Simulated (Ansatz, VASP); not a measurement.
# Two plane-wave programs on VN

File INCAR:

```
PREC = Accurate ; ENCUT = 600
EDIFF = 1E-6 ; ISMEAR = 0
SIGMA = 0.05 ; LREAL = False
LASPH = True ; NELM = 200
ALGO = Normal ; ISIF = 2
LWAVE = False ; LCHARG = False
ISPIN = 2 ; MAGMOM = 0.05 0
LORBIT = 11 ; LMAXMIX = 4
GGA = PE ; IVDW = 13
NBANDS = 20 ; GGA_COMPAT = False
```

The input KPOINTS:

```
Automatic mesh
0
Gamma
  10 10 10
```

The input POSCAR:

```
VN
1.0
    0.0000000000      2.0138320746      2.0138320746
    2.0138320746      0.0000000000      2.0138320746
    2.0138320746      2.0138320746      0.0000000000
V N
1 1
Direct
    0.0000000000      0.0000000000      0.0000000000
    0.5000000000      0.5000000000      0.5000000000
```

Input for Ansatz:

```yaml
crystal:
  lattice:
    - [0.0, 2.0138320746, 2.0138320746]
    - [2.0138320746, 0.0, 2.0138320746]
    - [2.0138320746, 2.0138320746, 0.0]
  atoms:
    - { symbol: V, position: [0.0, 0.0, 0.0], spin: 0.05 }
    - { symbol: "N", position: [0.5, 0.5, 0.5] }
basis:
  ecutwfc: 420
  ecutrho_ratio: 4
kpoints:
  mp_grid: { grid: [10, 10, 10] }
hamiltonian:
  xc: pbe
  dispersion: d4
scf:
  occupations: { method: gaussian, width: 0.05 }
output:
  forces: true
  stress: true
  eigenvalues: true
  populations: true
magnetization:
  spin_polarized: true
```

Alike in both runs: task single point; functional PBE; dispersion D4; k mesh 10 × 10 × 10; occupations gaussian, width 0.05 eV; collinear spin.

|  | VASP | Ansatz |
| --- | --- | --- |
| version | VASP 6.6.1 | Ansatz 0.2.0 |
| potentials or method | VASP PAW PBE potentials, release 64 (V_sv, N), cutoff 600 eV | scalar-relativistic, plane waves, PAW |
| valence electrons in the cell | 18 | 18 |

|  | VASP | Ansatz | Ansatz less VASP |
| --- | --- | --- | --- |
| gap on the k mesh at the Fermi level (eV) | none | none | - |
| pressure (GPa) | 14.8 | 13.9 | -0.89 |
| net moment per atom (μB) | 0.00 | 0.00 | -0.001 |

A gap of «none» marks a metal or a gap that the smearing closes. Ansatz's warnings: seeded moment not kept.
